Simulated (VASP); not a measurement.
# ZnS (F-43m) in VASP: a series of runs

ZnS is run at these levels: PBE; tasks: vibrations by perturbation theory, elastic constants.

All numbers are computed with VASP 6.6.1; they aren't measurements. Logs are shortened: lines on timing, memory, paths and dates and some standing lists are left out, and cuts for length are marked.

**1. The cell of the first run**

Symmetry: F-43m, No. 216, cubic system. Conventional cell: a = 5.531 Å, b = 5.531 Å, c = 5.531 Å, α = 90.00°, β = 90.00°, γ = 90.00°. Within 3.2 Å of Zn (site symmetry -43m) lie 4 S at 2.40 Å. S (site symmetry -43m) has 4 Zn at 2.40 Å within 3.2 Å.

**2. Vibrations by perturbation theory, PBE**

The input, INCAR:

```
SYSTEM = ZnS
PREC = Accurate ; ENCUT = 520
EDIFF = 1E-8 ; ISMEAR = 0
SIGMA = 0.01 ; LREAL = .False.
LASPH = .True. ; NELM = 80
ALGO = Normal ; ISIF = 2
LWAVE = .False. ; LCHARG = .False.
GGA = PE ; NBANDS = 16
IBRION = 8 ; NSW = 1
LEPSILON = .True.
```

The input, KPOINTS:

```
regular mesh
0
Gamma
  10 10 10
  0 0 0
```

The input, POSCAR:

```
ZnS
1.0
    0.0000000000      2.7657317419      2.7657317419
    2.7657317419      0.0000000000      2.7657317419
    2.7657317419      2.7657317419      0.0000000000
Zn S
1 1
Direct
    0.0000000000      0.0000000000      0.0000000000
    0.7500000000      0.7500000000      0.7500000000
```

Potentials or basis: VASP PAW PBE potentials, release 64 (Zn, S).

On the command line:

```
> cat potpaw_PBE.64/Zn/POTCAR potpaw_PBE.64/S/POTCAR > POTCAR
> mpirun -np 1 vasp_std > vasp.out
```

OUTCAR:

```text
SYSTEM = ZnS
   PREC = Accurate
   ENCUT = 520
   EDIFF = 1E-8
   ISMEAR = 0
   LREAL = .False.
   LASPH = .True.
   NELM = 80
   ISIF = 2
   GGA = PE
   IBRION = 8
   NSW = 1
   LEPSILON = .True.

 ion  position               nearest neighbor table
   1  0.000  0.000  0.000-   2 2.40   2 2.40   2 2.40   2 2.40
   2  0.750  0.750  0.750-   1 2.40   1 2.40   1 2.40   1 2.40

  LATTYP: Found a face centered cubic cell.
 ALAT       =     5.5314634838

  Lattice vectors:

 A1 = (   0.0000000000,   2.7657317419,   2.7657317419)
 A2 = (   2.7657317419,   0.0000000000,   2.7657317419)
 A3 = (   2.7657317419,   2.7657317419,   0.0000000000)

Analysis of symmetry for initial positions (statically):
=====================================================================
 Subroutine PRICEL returns:
 Original cell was already a primitive cell.

 Routine SETGRP: Setting up the symmetry group for a
 face centered cubic supercell.

 Subroutine GETGRP returns: Found 24 space group operations
 (whereof 24 operations were pure point group operations)
 out of a pool of 48 trial point group operations.

The static configuration has the point symmetry T_d .

Analysis of symmetry for dynamics (positions and initial velocities):
=====================================================================
 Subroutine PRICEL returns:
 Original cell was already a primitive cell.

 Routine SETGRP: Setting up the symmetry group for a
 face centered cubic supercell.

 Subroutine GETGRP returns: Found 24 space group operations
 (whereof 24 operations were pure point group operations)
 out of a pool of 48 trial point group operations.

The dynamic configuration has the point symmetry T_d .

 Subroutine INISYM returns: Found 24 space group operations
 (whereof 24 operations are pure point group operations),
 and found     1 'primitive' translations

----------------------------------------------------------------------------------------

                                     Primitive cell

  volume of cell :      42.3117

  direct lattice vectors                    reciprocal lattice vectors
     0.000000000  2.765731742  2.765731742    -0.180783983  0.180783983  0.180783983
     2.765731742  0.000000000  2.765731742     0.180783983 -0.180783983  0.180783983
     2.765731742  2.765731742  0.000000000     0.180783983  0.180783983 -0.180783983

  length of vectors
     3.911335339  3.911335339  3.911335339     0.313127044  0.313127044  0.313127044

  position of ions in fractional coordinates (direct lattice)
     0.000000000  0.000000000  0.000000000
     0.750000000  0.750000000  0.750000000

  ion indices of the primitive-cell ions
   primitive index   ion index
                 1           1
                 2           2

----------------------------------------------------------------------------------------

 KPOINTS: regular mesh

Automatic generation of k-mesh.
 Grid dimensions read from file:
 generate k-points for:   10   10   10

 Generating k-lattice:

  Cartesian coordinates                     Fractional coordinates (reciprocal lattice)
[... 606 lines left out ...]
  ---------------------------------------------------
  ---------------------------------------------------
  free energy    TOTEN  =        -0.63662074 eV

  energy without entropy =       -0.63662074

------------------------ aborting loop because EDIFF is reached ----------------------------------------

--------------------------------------- Ionic step        2  -------------------------------------------

------------------------ aborting loop because EDIFF is reached ----------------------------------------

--------------------------------------- Ionic step        3  -------------------------------------------

------------------------ aborting loop because EDIFF is reached ----------------------------------------

 PIEZOELECTRIC TENSOR FIELD DIRECTION 3  (e Angst)
 -----------------------------------------------------------------------------
    -0.00078  1.84332  0.00000           ( -0.00000 -0.01769  0.00000)
     1.84332 -0.00078  0.00000           ( -0.01769 -0.00000  0.00000)
     0.00000  0.00000 -0.00026           (  0.00000  0.00000 -0.00000)

 PIEZOELECTRIC TENSOR FIELD DIRECTION 3  (C/m^2)
 -----------------------------------------------------------------------------
    -0.00029  0.69799  0.00000
     0.69799 -0.00029  0.00000
     0.00000  0.00000 -0.00010

--------------------------------------- Ionic step        4  -------------------------------------------

------------------------ aborting loop because EDIFF is reached ----------------------------------------

[... ionic steps 5 to 6 ...]

--------------------------------------- Ionic step        7  -------------------------------------------

 Free energy of the ion-electron system (eV)
  ---------------------------------------------------
  ---------------------------------------------------
  free energy    TOTEN  =        -0.10594741 eV

  energy without entropy =       -0.10594741

------------------------ aborting loop because EDIFF is reached ----------------------------------------

 INTERNAL STRAIN TENSOR  FOR ION    2  DIRECTION 1   (eV/Angst):
 -----------------------------------------------------------------------------
    -0.01038  0.00000  0.00000
     0.00000  0.01011  3.23207
     0.00000  3.23207  0.01011

 MACROSCOPIC STATIC DIELECTRIC TENSOR (including local field effects in DFT)
 ------------------------------------------------------
           6.012139     0.000000     0.000000
          -0.000000     6.012139     0.000000
          -0.000000     0.000000     6.012139
 ------------------------------------------------------

 PIEZOELECTRIC TENSOR (including local field effects)  for field in x, y, z        (e  Angst)
          XX          YY          ZZ          XY          YZ          ZX
  --------------------------------------------------------------------------------
  x    -0.00000    -0.00000     0.00000    -0.00000     1.85315     0.00000
  y    -0.00000     0.00000    -0.00000     0.00000    -0.00000     1.85315
  z    -0.00000    -0.00000     0.00000     1.85315     0.00000    -0.00000

 PIEZOELECTRIC TENSOR (including local field effects)  for field in x, y, z        (C/m^2)
          XX          YY          ZZ          XY          YZ          ZX
  --------------------------------------------------------------------------------
  x    -0.00000    -0.00000     0.00000    -0.00000     0.70172     0.00000
  y    -0.00000     0.00000    -0.00000     0.00000    -0.00000     0.70172
  z    -0.00000    -0.00000     0.00000     0.70172     0.00000    -0.00000

 BORN EFFECTIVE CHARGES (including local field effects) (in |e|, cummulative output)
 ---------------------------------------------------------------------------------
 ion    1
    1     2.09909     0.00000    -0.00000
    2    -0.00000     2.09909    -0.00000
    3     0.00000     0.00000     2.09909
 ion    2
    1    -2.09909    -0.00000     0.00000
    2     0.00000    -2.09909     0.00000
    3     0.00000    -0.00000    -2.09909

 INTERNAL STRAIN TENSOR FOR ION    2 for displacements in x,y,z  (eV/Angst):
          X           Y           Z          XY          YZ          ZX
  --------------------------------------------------------------------------------
  x    -0.00000     0.00000     0.00000     0.00000     3.23207     0.00000
  y    -0.00000     0.00000    -0.00000     0.00000     0.00000     3.23207
  z     0.00000     0.00000    -0.00000     3.23207     0.00000     0.00000

 SECOND DERIVATIVES (NOT SYMMETRIZED)
 ------------------------------------
               1X          1Y          1Z          2X          2Y          2Z
  1X    -4.519134    0.000000    0.000000    4.519134    0.000000    0.000000
  1Y     0.000000   -4.519134    0.000000    0.000000    4.519134    0.000000
  1Z     0.000000    0.000000   -4.519134    0.000000    0.000000    4.519134
  2X     4.515363    0.000000    0.000000   -4.515363    0.000000    0.000000
  2Y     0.000000    4.515363    0.000000    0.000000   -4.515363    0.000000
  2Z     0.000000    0.000000    4.515363    0.000000    0.000000   -4.515363

 Eigenvectors and eigenvalues of the dynamical matrix
 ----------------------------------------------------

   1 f  =    7.162802 THz    45.005214 2PiTHz  238.925364 cm-1    29.622956 meV
             X         Y         Z           dx          dy          dz
      0.000000  0.000000  0.000000     0.000000    0.573773    0.000000
      4.148598  4.148598  4.148598     0.000000   -0.819015    0.000000
[... 21 lines left out ...]
   6 f/i=    0.001405 THz     0.008829 2PiTHz    0.046871 cm-1     0.005811 meV
             X         Y         Z           dx          dy          dz
      0.000000  0.000000  0.000000     0.000000    0.000000    0.819015
      4.148598  4.148598  4.148598     0.000000    0.000000    0.573773

--------------------------------------------------------------------------------------------------------

 MACROSCOPIC STATIC DIELECTRIC TENSOR IONIC CONTRIBUTION
 ------------------------------------------------------
           4.171532    -0.000000     0.000000
          -0.000000     4.171532     0.000000
           0.000000     0.000000     4.171532
 ------------------------------------------------------

 ELASTIC MODULI CONTR FROM IONIC RELAXATION (kBar)
 Direction    XX          YY          ZZ          XY          YZ          ZX
 --------------------------------------------------------------------------------
 XX          -0.0000     -0.0000     -0.0000     -0.0000     -0.0000     -0.0000
 YY          -0.0000     -0.0000     -0.0000     -0.0000     -0.0000     -0.0000
 ZZ          -0.0000     -0.0000     -0.0000     -0.0000     -0.0000     -0.0000
 XY          -0.0000     -0.0000     -0.0000    -87.4507     -0.0000     -0.0000
 YZ          -0.0000     -0.0000     -0.0000     -0.0000    -87.4507      0.0000
 ZX          -0.0000     -0.0000     -0.0000     -0.0000      0.0000    -87.4507
 --------------------------------------------------------------------------------

 PIEZOELECTRIC TENSOR IONIC CONTR  for field in x, y, z        (C/m^2)
          XX          YY          ZZ          XY          YZ          ZX
  --------------------------------------------------------------------------------
  x    -0.00000    -0.00000    -0.00000    -0.00000    -0.56833     0.00000
  y    -0.00000    -0.00000    -0.00000    -0.00000     0.00000    -0.56833
  z    -0.00000    -0.00000    -0.00000    -0.56833    -0.00000    -0.00000
```

Wall time 21 min (1 thread of Intel Xeon Platinum 8259CL at 2.50GHz (Skylake/Cascade Lake), shared host); peak memory 0.41 GiB.

Results:

- Electronic dielectric tensor (diagonal): 6.01
- Born charges (mean of the diagonal): Zn +2.10; S -2.10 e
- Highest phonon frequency at Γ, LO-TO splitting left out: 239 cm⁻¹

Phonon frequencies in cm⁻¹ (negative: imaginary):
```
              q point        frequencies
(0.000, 0.000, 0.000)  0 0 0 239 239 239
```

Electronic dielectric tensor:
```
6.01 0.00 0.00
0.00 6.01 0.00
0.00 0.00 6.01
```

Born effective charge tensors (e):
atom 1, Zn
```
2.10 0.00 0.00
0.00 2.10 0.00
0.00 0.00 2.10
```
atom 2, S
```
-2.10  0.00  0.00
 0.00 -2.10  0.00
 0.00  0.00 -2.10
```

Caveat: the cell stands under pressure or tension, which shifts response properties.

**3. Vibrations by perturbation theory, PBE**

This run uses another cell than the first one, of 15.72 Å³/atom.

The input, INCAR:

```
SYSTEM = ZnS
PREC = Accurate
ENCUT = 520
EDIFF = 1E-8
ISMEAR = 0
SIGMA = 0.01
LREAL = .False.
LASPH = .True.
NELM = 60
ALGO = Normal
ISIF = 2
LWAVE = .False.
LCHARG = .False.
GGA = PE
NBANDS = 16
IBRION = 8
NSW = 1
LEPSILON = .True.
```

The input, KPOINTS:

```
Automatic mesh
0
Gamma
  10 10 10
  0 0 0
```

The input, POSCAR:

```
ZnS
1.0
    0.0000000000      2.5051979077      2.5051979077
    2.5051979077      0.0000000000      2.5051979077
    2.5051979077      2.5051979077      0.0000000000
Zn S
1 1
Direct
    0.0000000000      0.0000000000      0.0000000000
    0.7500000000      0.7500000000      0.7500000000
```

Potentials or basis: VASP PAW PBE potentials, release 64 (Zn, S).

On the command line:

```
> cat potpaw_PBE.64/Zn/POTCAR potpaw_PBE.64/S/POTCAR > POTCAR
> mpirun -np 1 vasp_std > vasp.out
```

OUTCAR:

```text
SYSTEM = ZnS
   PREC = Accurate
   ENCUT = 520
   EDIFF = 1E-8
   ISMEAR = 0
   LREAL = .False.
   LASPH = .True.
   NELM = 60
   ISIF = 2
   GGA = PE
   IBRION = 8
   NSW = 1
   LEPSILON = .True.

 ion  position               nearest neighbor table
   1  0.000  0.000  0.000-   2 2.17   2 2.17   2 2.17   2 2.17
   2  0.750  0.750  0.750-   1 2.17   1 2.17   1 2.17   1 2.17

  LATTYP: Found a face centered cubic cell.
 ALAT       =     5.0103958154

  Lattice vectors:

 A1 = (   0.0000000000,   2.5051979077,   2.5051979077)
 A2 = (   2.5051979077,   0.0000000000,   2.5051979077)
 A3 = (   2.5051979077,   2.5051979077,   0.0000000000)

Analysis of symmetry for initial positions (statically):
=====================================================================
 Subroutine PRICEL returns:
 Original cell was already a primitive cell.

 Routine SETGRP: Setting up the symmetry group for a
 face centered cubic supercell.

 Subroutine GETGRP returns: Found 24 space group operations
 (whereof 24 operations were pure point group operations)
 out of a pool of 48 trial point group operations.

The static configuration has the point symmetry T_d .

Analysis of symmetry for dynamics (positions and initial velocities):
=====================================================================
 Subroutine PRICEL returns:
 Original cell was already a primitive cell.

 Routine SETGRP: Setting up the symmetry group for a
 face centered cubic supercell.
[... 715 lines left out ...]

 PIEZOELECTRIC TENSOR (including local field effects)  for field in x, y, z        (C/m^2)
          XX          YY          ZZ          XY          YZ          ZX
  --------------------------------------------------------------------------------
  x     0.00000    -0.00000    -0.00000     0.00000     0.58258    -0.00000
  y    -0.00000     0.00000     0.00000     0.00000     0.00000     0.58258
  z     0.00000    -0.00000    -0.00000     0.58258     0.00000     0.00000

 BORN EFFECTIVE CHARGES (including local field effects) (in |e|, cummulative output)
 ---------------------------------------------------------------------------------
 ion    1
    1     1.68981     0.00000     0.00000
    2     0.00000     1.68981    -0.00000
    3     0.00000    -0.00000     1.68981
 ion    2
    1    -1.68981     0.00000    -0.00000
    2    -0.00000    -1.68981     0.00000
    3     0.00000     0.00000    -1.68981

 INTERNAL STRAIN TENSOR FOR ION    2 for displacements in x,y,z  (eV/Angst):
          X           Y           Z          XY          YZ          ZX
  --------------------------------------------------------------------------------
  x     0.00000     0.00000     0.00000     0.00000    16.38362     0.00000
  y    -0.00000     0.00000    -0.00000     0.00000     0.00000    16.38362
  z    -0.00000     0.00000     0.00000    16.38362     0.00000     0.00000

 SECOND DERIVATIVES (NOT SYMMETRIZED)
 ------------------------------------
               1X          1Y          1Z          2X          2Y          2Z
  1X   -12.151373    0.000000    0.000000   12.151373    0.000000    0.000000
  1Y     0.000000  -12.151373    0.000000    0.000000   12.151373    0.000000
  1Z     0.000000    0.000000  -12.151373    0.000000    0.000000   12.151373
  2X    12.092298    0.000000    0.000000  -12.092298    0.000000    0.000000
  2Y     0.000000   12.092298    0.000000    0.000000  -12.092298    0.000000
  2Z     0.000000    0.000000   12.092298    0.000000    0.000000  -12.092298

 Eigenvectors and eigenvalues of the dynamical matrix
 ----------------------------------------------------

   1 f  =   11.729525 THz    73.698779 2PiTHz  391.254840 cm-1    48.509396 meV
             X         Y         Z           dx          dy          dz
      0.000000  0.000000  0.000000    -0.000000    0.574550    0.000000
      3.757797  3.757797  3.757797     0.000000   -0.818469    0.000000
[... 21 lines left out ...]
   6 f/i=    0.013441 THz     0.084450 2PiTHz    0.448331 cm-1     0.055586 meV
             X         Y         Z           dx          dy          dz
      0.000000  0.000000  0.000000     0.027129    0.570576    0.586173
      3.757797  3.757797  3.757797     0.019044    0.400534    0.411483

--------------------------------------------------------------------------------------------------------

 MACROSCOPIC STATIC DIELECTRIC TENSOR IONIC CONTRIBUTION
 ------------------------------------------------------
           1.355553     0.000000     0.000000
           0.000000     1.355553    -0.000000
           0.000000    -0.000000     1.355553
 ------------------------------------------------------

 ELASTIC MODULI CONTR FROM IONIC RELAXATION (kBar)
 Direction    XX          YY          ZZ          XY          YZ          ZX
 --------------------------------------------------------------------------------
 XX          -0.0000     -0.0000     -0.0000     -0.0000     -0.0000      0.0000
 YY          -0.0000     -0.0000     -0.0000      0.0000     -0.0000     -0.0000
 ZZ          -0.0000     -0.0000     -0.0000     -0.0000     -0.0000     -0.0000
 XY          -0.0000      0.0000     -0.0000  -1127.5274      0.0000      0.0000
 YZ          -0.0000     -0.0000     -0.0000      0.0000  -1127.5274      0.0000
 ZX           0.0000     -0.0000     -0.0000      0.0000      0.0000  -1127.5274
 --------------------------------------------------------------------------------

 PIEZOELECTRIC TENSOR IONIC CONTR  for field in x, y, z        (C/m^2)
          XX          YY          ZZ          XY          YZ          ZX
  --------------------------------------------------------------------------------
  x    -0.00000    -0.00000    -0.00000    -0.00000    -1.16331     0.00000
  y     0.00000    -0.00000    -0.00000     0.00000    -0.00000    -1.16331
  z    -0.00000     0.00000    -0.00000    -1.16331     0.00000     0.00000
```

OSZICAR:

```text
N       E                     dE             d eps       ncg     rms          rms(c)
DAV:   1     0.914791877226E+02    0.91479E+02   -0.92127E+03  1512   0.148E+03
DAV:   2    -0.118839639712E+01   -0.92668E+02   -0.87053E+02  1744   0.274E+02
DAV:   3    -0.661425183161E+01   -0.54259E+01   -0.54048E+01  1944   0.640E+01
[... 181 lines left out ...]
RMM:   7    -0.105420919564E+00   -0.32501E-05   -0.16425E-07  9601   0.141E-03    0.617E-04
RMM:   8    -0.105421039100E+00   -0.11954E-06   -0.68403E-08 10133   0.361E-04    0.802E-05
RMM:   9    -0.105420571754E+00    0.46735E-06   -0.18210E-09 10194   0.123E-04    0.272E-05
RMM:  10    -0.105420758660E+00   -0.18691E-06   -0.24068E-08 10380   0.375E-05    0.675E-06
RMM:  11    -0.105420750381E+00    0.82795E-08   -0.32314E-09 10257   0.157E-05    0.508E-06
 Linear response finished
```

Wall time 7.3 min (1 thread of Intel Xeon Platinum 8488C (Sapphire Rapids), shared host); peak memory 0.35 GiB.

What came out:

```yaml
Electronic_dielectric_tensor_diagonal: 6.05
Born_charges_mean_of_the_diagonal: Zn +1.69; S -1.69 e
Highest_phonon_frequency_at_Γ_LO-TO_splitting_left_out: 391 cm⁻¹
```

Phonon frequencies in cm⁻¹ (negative: imaginary):
```
              q point        frequencies
(0.000, 0.000, 0.000)  0 0 0 391 391 391
```

Electronic dielectric tensor:
```
6.05 0.00 0.00
0.00 6.05 0.00
0.00 0.00 6.05
```

Born effective charge tensors (e):
atom 1, Zn
```
1.69 0.00 0.00
0.00 1.69 0.00
0.00 0.00 1.69
```
atom 2, S
```
-1.69  0.00  0.00
 0.00 -1.69  0.00
 0.00  0.00 -1.69
```

Caveat: the cell stands under pressure or tension, which shifts response properties.

[end of part 1 of 2]
